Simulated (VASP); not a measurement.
Here is a VASP 6.6.1 calculation.

The input POSCAR:

```
BN
1.0
    0.0000000000      1.8392967002      1.8392967002
    1.8392967002      0.0000000000      1.8392967002
    1.8392967002      1.8392967002      0.0000000000
B N
1 1
Direct
    0.0000000000      0.0000000000      0.0000000000
    0.2500000000      0.2500000000      0.2500000000
```

File INCAR.step1:

```
SYSTEM = BN
ALGO = Normal
EDIFF = 1E-5
ENCUT = 520
GGA = PE
ISIF = 2
ISMEAR = 0
LASPH = .TRUE.
LCHARG = .FALSE.
LREAL = .FALSE.
LWAVE = .TRUE.
NBANDS = 11
NELM = 60
PREC = Accurate
SIGMA = 0.01
```

File INCAR.step2:

```
SYSTEM = BN
ALGO = Normal
EDIFF = 1E-6
ENCUT = 520
GGA = PE
HFSCREEN = 0.2079
ISIF = 2
ISMEAR = 0
ISTART = 1
LASPH = .TRUE.
LCHARG = .FALSE.
LHFCALC = .TRUE.
LREAL = .FALSE.
LWAVE = .FALSE.
NBANDS = 11
NELM = 60
PREC = Accurate
PRECFOCK = Normal
SIGMA = 0.01
```

KPOINTS

```
k-points
0
G
  8 8 8
  0 0 0
```

Potentials or basis: VASP PAW PBE potentials, release 64 (B, N).

Run with:

```console
$ cat potpaw_PBE.64/B/POTCAR potpaw_PBE.64/N/POTCAR > POTCAR
$ cp INCAR.step1 INCAR
$ mpirun -np 1 vasp_std > vasp.out
$ cp INCAR.step2 INCAR
$ mpirun -np 1 vasp_std > vasp.out
```

**Question.** What does it give for the pressure?

**Answer.** -23.9 GPa.

**Question.** Predict the band gap on the k mesh.

**Answer.** 5.70 eV, indirect (least direct gap 10.28 eV).

Caveat: the cell differs from its parent crystal (strain +1.9%); the PAW data sets were made with another functional, which shifts forces and pressure a little. A k mesh can miss the band edges.
